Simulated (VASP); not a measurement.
# TiSi2 (C2/c) in VASP: single point with PBEsol

Aim: the single point of TiSi2 with PBEsol.

All numbers are computed with VASP 6.6.1; they aren't measurements. Logs are shortened: lines on timing, memory, paths and dates and some standing lists are left out, and cuts for length are marked.

**1. The cell of the first run**

The structure is monoclinic, space group C2/c (No. 15). Conventional cell: a = 8.182 Å, b = 4.762 Å, c = 5.898 Å, α = 90.00°, β = 133.92°, γ = 90.00°. Ti (site symmetry 2) has 10 Si at 2.52 to 2.76 Å and 4 Ti at 3.13 to 3.24 Å within 3.3 Å. Within 3.3 Å of Si (site symmetry 1) lie 9 Si at 2.41 to 3.21 Å and 5 Ti at 2.52 to 2.76 Å.

**2. Single point, PBEsol (atoms displaced along a vibrational mode)**

INCAR

```
PREC     = Accurate       # precision mode
ENCUT    = 520            # plane-wave cutoff, eV
EDIFF    = 1E-6           # SCF threshold, eV
ISMEAR   = 0              # smearing method
SIGMA    = 0.15           # smearing width, eV
LREAL    = F              # projectors in reciprocal space
LASPH    = T              # aspherical terms in the spheres
NELM     = 100            # most SCF steps
ALGO     = Fast           # electronic algorithm
ISIF     = 2              # what is computed and relaxed
LWAVE    = F              # write WAVECAR
LCHARG   = F              # write CHGCAR
GGA      = PS             # functional
NBANDS   = 29             # bands
```

KPOINTS

```
Automatic mesh
0
Gamma
  14 14 14
```

POSCAR

```
TiSi2
1.0
    0.0000000000      4.0910612953      4.2480470636
    2.3808780418      0.0000000000      4.2480470636
    2.3808780418      4.0910612953      0.0000000000
Ti Si
2 4
Direct
    0.7342495082      0.7657504918      0.7657504918
    0.5157504918      0.4842495082      0.4842495082
    0.0817493342      0.4276632863      0.0905847906
    0.4000025889      0.0905847906      0.4276632863
    0.1682506658      0.8223367137      0.1594152094
    0.8499974111      0.1594152094      0.8223367137
```

Potentials or basis: VASP PAW PBE potentials, release 64 (Ti_sv, Si).

The run is started by

```
cat potpaw_PBE.64/Ti_sv/POTCAR potpaw_PBE.64/Si/POTCAR > POTCAR
mpirun -np 1 vasp_std > vasp.out
```

OUTCAR:

```text
PREC = Accurate
   ENCUT = 520
   EDIFF = 1E-6
   ISMEAR = 0
   LREAL = F
   LASPH = T
   NELM = 100
   ISIF = 2
   GGA = PS

 ion  position               nearest neighbor table
   1  0.734  0.766  0.766-   6 2.52   5 2.52   6 2.56   5 2.56   3 2.71   4 2.71   4 2.75   3 2.75
                             4 2.76   3 2.76
   2  0.516  0.484  0.484-   3 2.52   4 2.52   4 2.56   3 2.56   5 2.71   6 2.71   6 2.75   5 2.75
                             5 2.76   6 2.76
   3  0.082  0.428  0.091-   5 2.41   2 2.52   2 2.56   5 2.63   4 2.68   1 2.71   1 2.75   1 2.76
                             4 2.77   4 2.77   6 3.15   6 3.15
   4  0.400  0.091  0.428-   6 2.41   2 2.52   2 2.56   6 2.63   3 2.68   1 2.71   1 2.75   1 2.76
                             3 2.77   3 2.77   5 3.15   5 3.15
   5  0.168  0.822  0.159-   3 2.41   1 2.52   1 2.56   3 2.63   6 2.68   2 2.71   2 2.75   2 2.76
                             6 2.77   6 2.77   4 3.15   4 3.15
   6  0.850  0.159  0.822-   4 2.41   1 2.52   1 2.56   4 2.63   5 2.68   2 2.71   2 2.75   2 2.76
                             5 2.77   5 2.77   3 3.15   3 3.15

  LATTYP: Found a face centered orthorhombic cell.
 ALAT       =     4.7617560836
 B/A-ratio  =     1.7182993935
 C/A-ratio  =     1.7842354749

  Lattice vectors:

 A1 = (   0.0000000000,   4.0910612953,   4.2480470636)
 A2 = (   2.3808780418,   0.0000000000,   4.2480470636)
 A3 = (   2.3808780418,   4.0910612953,   0.0000000000)

Analysis of symmetry for initial positions (statically):
=====================================================================
 Subroutine PRICEL returns:
 Original cell was already a primitive cell.

 Routine SETGRP: Setting up the symmetry group for a
 face centered orthorhombic supercell.

 Subroutine GETGRP returns: Found  4 space group operations
 (whereof  2 operations were pure point group operations)
 out of a pool of  8 trial point group operations.

The static configuration has the point symmetry C_2 .
 The point group associated with its full space group is C_2h.

Analysis of symmetry for dynamics (positions and initial velocities):
=====================================================================
 Subroutine PRICEL returns:
 Original cell was already a primitive cell.

 Routine SETGRP: Setting up the symmetry group for a
 face centered orthorhombic supercell.

 Subroutine GETGRP returns: Found  4 space group operations
 (whereof  2 operations were pure point group operations)
 out of a pool of  8 trial point group operations.

The dynamic configuration has the point symmetry C_2 .
 The point group associated with its full space group is C_2h.

 Subroutine INISYM returns: Found  4 space group operations
 (whereof  2 operations are pure point group operations),
 and found     1 'primitive' translations

----------------------------------------------------------------------------------------

                                     Primitive cell

  volume of cell :      82.7547

  direct lattice vectors                    reciprocal lattice vectors
     0.000000000  4.091061295  4.248047064    -0.210006557  0.122217675  0.117701144
     2.380878042  0.000000000  4.248047064     0.210006557 -0.122217675  0.117701144
     2.380878042  4.091061295  0.000000000     0.210006557  0.122217675 -0.117701144

  length of vectors
     5.897684832  4.869751955  4.733430339     0.269987913  0.269987913  0.269987913

  position of ions in fractional coordinates (direct lattice)
     0.734249508  0.765750492  0.765750492
     0.515750492  0.484249508  0.484249508
     0.081749334  0.427663286  0.090584791
     0.400002589  0.090584791  0.427663286
     0.168250666  0.822336714  0.159415209
     0.849997411  0.159415209  0.822336714

  ion indices of the primitive-cell ions
   primitive index   ion index
                 1           1
                 2           2
                 3           3
                 4           4
                 5           5
                 6           6

----------------------------------------------------------------------------------------

 KPOINTS: Automatic mesh

Automatic generation of k-mesh.
 Grid dimensions read from file:
 generate k-points for:   14   14   14

 Generating k-lattice:

  Cartesian coordinates                     Fractional coordinates (reciprocal lattice)
    -0.015000468  0.008729834  0.008407225     0.071428571  0.000000000  0.000000000
     0.015000468 -0.008729834  0.008407225     0.000000000  0.071428571  0.000000000
     0.015000468  0.008729834 -0.008407225    -0.000000000 -0.000000000  0.071428571

  Length of vectors
     0.019284851  0.019284851  0.019284851

  Shift w.r.t. Gamma in fractional coordinates (k-lattice)
     0.000000000  0.000000000  0.000000000

 Subroutine IBZKPT returns following result:
 ===========================================

 Found    744 irreducible k-points:

 Following reciprocal coordinates:
            Coordinates               Weight
  0.000000  0.000000  0.000000      1.000000
  0.071429  0.000000 -0.000000      4.000000
 -0.000000  0.000000  0.071429      4.000000
  0.142857  0.000000  0.000000      4.000000
  0.000000  0.000000  0.142857      4.000000
  0.214286 -0.000000  0.000000      4.000000
[... 16 lines left out ...]
  0.357143  0.071429  0.000000      4.000000
 -0.071429 -0.071429  0.285714      4.000000
 [... further k-points ...]
   k-points           NKPTS =    744   k-points in BZ     NKDIM =    744   number of bands    NBANDS=     29
   number of dos      NEDOS =    301   number of ions     NIONS =      6
   total plane-waves  NPLWV =  62208
   dimension x,y,z NGX =    48 NGY =   36 NGZ =   36
   dimension x,y,z NGXF=    96 NGYF=   72 NGZF=   72
   ions per type =               2   4
   NGX,Y,Z   is equivalent  to a cutoff of  13.53, 12.29, 12.64 a.u.
   NGXF,Y,Z  is equivalent  to a cutoff of  27.06, 24.58, 25.29 a.u.
 SYSTEM =  unknown system
   PREC   = accura    normal or accurate (medium, high low for compatibility)
   ISTART =      0    job   : 0-new  1-cont  2-samecut
   ICHARG =      2    charge: 1-file 2-atom 10-const
   ISPIN  =      1    spin polarized calculation?
   LNONCOLLINEAR =      F non collinear calculations
   LSORBIT =      F    spin-orbit coupling
   LASPH  =      T    aspherical Exc in radial PAW
   ENCUT  =  520.0 eV  38.22 Ry    6.18 a.u.  10.97  9.05  8.80*2*pi/ulx,y,z
   NELM   =    100;   NELMIN=  2; NELMDL= -5     # of ELM steps
   EDIFF  = 0.1E-05   stopping-criterion for ELM
   LREAL  =      F    real-space projection
[... 7 lines left out ...]
   TEBEG  =    0.0;   TEEND  =   0.0 temperature during run
   PSTRESS=    0.0 pullay stress
   NELECT =      40.0000    total number of electrons
   NUPDOWN=      -1.0000    fix difference up-down
   EMIN   =  10.00;   EMAX   =-10.00  energy-range for DOS
   EFERMI =   0.00;   METHOD = LEGACY
   ISMEAR =     0;   SIGMA  =   0.15  broadening in eV -4-tet -1-fermi 0-gaus
   EFERMI_NEDOS =   21; number of points for ismear=-14 and -15
   IALGO  =     68    algorithm
   IMIX   =      4    mixing-type and parameters
     AMIX     =   0.40;   BMIX     =  1.00
     AMIX_MAG =   1.60;   BMIX_MAG =  1.00
  volume/ion in A,a.u.               =      13.79        93.08
  Fermi-wavevector in a.u.,A,eV,Ry     =   1.284786  2.427893 22.458786  1.650674
  Thomas-Fermi vector in A             =   2.416959
   LORBIT       =      0    0 simple, 1 ext, 2 COOP (PROOUT), +10 PAW based schemes
   GGA     = PS    functional components
   LHFCALC =     F    Hartree Fock is set to
   AEXX    =    0.0000 exact exchange contribution
   IVDW    =     0    specifies the selected vdW correction
   LEPSILON=     F    determine dielectric tensor
   LRPA    =     F    only Hartree local field effects (RPA)
 non-spin polarized calculation
 RMM-DIIS sequential band-by-band and
 Gauss-broadening in eV      SIGMA  =   0.15
  energy-cutoff  :      520.00
  volume of cell :       82.75
 maximum number of plane-waves:      2264
 NGX is ok and might be reduce to    48
   NGX = 21   NGY = 19   NGZ = 17

 number of electron      40.0000003 magnetization

 Free energy of the ion-electron system (eV)
  ---------------------------------------------------
  ext. energy  EPLUGINS =         0.00000000
  ---------------------------------------------------
  free energy    TOTEN  =       -43.57068304 eV

  energy without entropy =      -43.54589981  energy(sigma->0) =      -43.55829143

 E-fermi :  10.2699     XC(G=0): -11.8823

 val. band max:       10.2696775347   @ k =  -0.2857   0.2143   0.1429
 cond. band min:      10.2706340597   @ k =  -0.0714   0.3571   0.4286
 fundamental gap:      0.0009565250
 Fermi energy:        10.2698753359

 k-point     1 :       0.0000    0.0000    0.0000
  band No.  band energies     occupation
      1     -45.7098      2.00000
      2     -45.6781      2.00000
      3     -22.2137      2.00000
      4     -22.1870      2.00000
      5     -22.1106      2.00000
      6     -22.0961      2.00000
[... 21 lines left out ...]
     28      14.2782      0.00000
     29      14.8724      0.00000

 k-point     2 :       0.0714    0.0000   -0.0000
  band No.  band energies     occupation
      1     -45.7095      2.00000
      2     -45.6783      2.00000
      3     -22.2140      2.00000
      4     -22.1865      2.00000
      5     -22.1130      2.00000
      6     -22.0962      2.00000
[... 21 lines left out ...]
     28      14.1296      0.00000
     29      14.1831      0.00000

 k-point     3 :      -0.0000    0.0000    0.0714
  band No.  band energies     occupation
      1     -45.7094      2.00000
      2     -45.6784      2.00000
      3     -22.2125      2.00000
      4     -22.1875      2.00000
      5     -22.1116      2.00000
      6     -22.0960      2.00000
[... 21 lines left out ...]
     28      14.1073      0.00000
     29      14.2716      0.00000

 k-point     4 :       0.1429    0.0000    0.0000
  band No.  band energies     occupation
      1     -45.7087      2.00000
      2     -45.6790      2.00000
      3     -22.2150      2.00000
      4     -22.1852      2.00000
      5     -22.1191      2.00000
      6     -22.0964      2.00000
[... 597 lines left out ...]
     28      14.5267      0.00000
     29      14.7789      0.00000

 k-point    23 :       0.3571    0.0714    0.0000
  band No.  band energies     occupation
      1     -45.7050      2.00000
      2     -45.6826      2.00000
      3     -22.2175      2.00000
      4     -22.1761      2.00000
      5     -22.1449      2.00000
      6     -22.0916      2.00000
[... 21 lines left out ...]
     28      14.4428      0.00000
     29      14.6418      0.00000

 k-point    24 :      -0.0714   -0.0714    0.2857
  band No.  band energies     occupation
      1     -45.7030      2.00000
      2     -45.6846      2.00000
      3     -22.2003      2.00000
      4     -22.1787      2.00000
      5     -22.1374      2.00000
      6     -22.0909      2.00000
[... 21 lines left out ...]
     28      14.6116      0.00000
     29      14.6781      0.00000

 [... further k-points ...]
[... 5 lines left out ...]
  --------------------------------------------------------------------------------------
  -------------------------------------------------------------------------------------
  Total        0.1497882     -0.0118650      1.0412593      0.0000000      1.1053468      0.0000000
  in kB        2.8999842     -0.2297127     20.1593737      0.0000000     21.4001441      0.0000000
  external PRESSURE =       7.6098817 kB  Pullay stress =       0.0000000 kB

 VOLUME and BASIS-vectors are now :
 -----------------------------------------------------------------------------
  energy-cutoff  :      520.00
  volume of cell :       82.75
      direct lattice vectors                 reciprocal lattice vectors
     0.000000000  4.091061295  4.248047064    -0.210006557  0.122217675  0.117701144
     2.380878042  0.000000000  4.248047064     0.210006557 -0.122217675  0.117701144
     2.380878042  4.091061295  0.000000000     0.210006557  0.122217675 -0.117701144

 POSITION                                       TOTAL-FORCE (eV/Angst)
 -----------------------------------------------------------------------------------
      3.64632      6.13659      6.37207        -0.911683      0.000000     -0.000000
      2.30588      4.09106      4.24805         0.911683     -0.000000     -0.000000
      1.23389      0.70503      2.16401        -0.322733     -0.045549     -0.318512
      1.23389      3.38603      2.08404        -0.322733      0.045549      0.318512
      2.33743      1.34050      4.20806         0.322733      0.045549      0.318512
      2.33743      6.84162      4.28803         0.322733     -0.045549     -0.318512
 -----------------------------------------------------------------------------------
    total drift:                                0.000000      0.000000     -0.000000

  FREE ENERGIE OF THE ION-ELECTRON SYSTEM (eV)
  ---------------------------------------------------
  free  energy   TOTEN  =       -43.5706830354 eV

  energy  without entropy=      -43.5458998146  energy(sigma->0) =      -43.55829143
```

Wall time 2 h (1 thread of Oxide Virtual Turin-like, shared host); peak memory 1.3 GiB.

What came out:

| Quantity | Value |
| --- | --- |
| Free energy | -43.5707 eV |
| Pressure | 0.8 GPa |
| Largest force | 0.912 eV/Å |
| Band gap on the k mesh | zero (bands 20 and 21 overlap by 1.84 eV) |

Forces on the atoms (eV/Å):
```
Ti  -0.912  0.000  0.000
Ti   0.912  0.000  0.000
Si  -0.323 -0.046 -0.319
Si  -0.323  0.046  0.319
Si   0.323  0.046  0.319
Si   0.323 -0.046 -0.319
```

Levels at points of the mesh, in eV from the Fermi level:
```
           k point  band 17  band 18  band 19  band 20  band 21  band 22  band 23  band 24
(0.00, 0.00, 0.00)    -2.45    -1.87    -1.75    -1.35    -0.95     2.08     3.14     3.30
(0.50, 0.00, 0.00)    -2.05    -1.02    -0.07     0.15     1.05     1.43     1.73     2.13
(0.00, 0.00, 0.50)    -1.87    -1.08    -0.10     0.14     1.02     1.39     1.54     2.44
(0.50, 0.50, 0.00)    -1.56    -1.56    -0.99    -0.99     0.73     0.73     3.12     3.13
(0.50, 0.00, 0.50)    -2.24    -2.24    -0.86    -0.86     1.30     1.30     3.20     3.24
(0.00, 0.50, 0.50)    -1.15    -0.95    -0.81    -0.44     0.82     0.90     1.96     2.69
```

Caveat: the cell differs from its parent crystal (atoms displaced along a vibrational mode); the PAW data sets were made with another functional, which shifts forces and pressure a little.
